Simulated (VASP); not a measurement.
Set up this calculation in VASP 6.6.1, as the native input.

| Property | Result |
| --- | --- |
| Task | relaxation of cell and atoms |
| Functional | PBEsol |
| Potentials or basis | VASP PAW PBE potentials, release 64 (W_sv, S) |
| Cutoff | 600 eV |
| k mesh | 10 × 10 × 2 |
| Occupations | fermi-dirac, width 0.05 eV |
| Spin | no spin polarisation |
| Dipole correction | no |
| Further INCAR settings | ALGO = Normal; EDIFF = 1e-06; IBRION = 2; EDIFFG = -0.01; NSW = 60; ISIF = 3 |

The structure of WS2 lies in POSCAR:

```
WS2
1.0
    3.1835163552      0.0000000000      0.0000000000
   -1.5917581776      2.7570060369      0.0000000000
    0.0000000000      0.0000000000     16.9505778900
W S
1 2
Direct
    0.0000000000      0.0000000000      0.0000000000
    0.3333333333      0.6666666667      0.0920005100
    0.3333333333      0.6666666667      0.9079994900
```

These files were run (other wordings do the same):

INCAR

```
SYSTEM = WS2
ALGO = Normal ; EDIFF = 1E-6
EDIFFG = -0.01 ; ENCUT = 600
GGA = PS ; IBRION = 2
ISIF = 3 ; ISMEAR = -1
LASPH = .True. ; LCHARG = .False.
LREAL = .False. ; LWAVE = .False.
NELM = 60 ; NSW = 60
PREC = Accurate ; SIGMA = 0.05
```

KPOINTS

```
k-points
0
Gamma
  10 10 2
  0 0 0
```

Potentials or basis: VASP PAW PBE potentials, release 64 (W_sv, S).

Run with:

```console
$ cat potpaw_PBE.64/W_sv/POTCAR potpaw_PBE.64/S/POTCAR > POTCAR
$ mpirun -np 1 vasp_std > vasp.out
```

It gave:

| Property | Result |
| --- | --- |
| Relaxed cell | a = 3.147 Å, b = 3.147 Å, c = 17.002 Å, α = 90.00°, β = 90.00°, γ = 120.00° |
| Space group after relaxing (to 0.1 Å) | P-6m2 (No. 187) |
| Energy gained by relaxing | 4.6 meV/atom |
| Ionic steps | 5 |
| Band gap on the k mesh | 2.25 eV (least direct gap 2.29 eV) |

Caveat: there is no dipole correction, which matters where the two faces differ; spin-orbit coupling is left out, which moves the levels of the heavy elements.

It took 7.4 min on 1 thread of Intel(R) Xeon(R) Platinum 8488C (Sapphire Rapids) (shared host), peak memory 0.39 GiB.
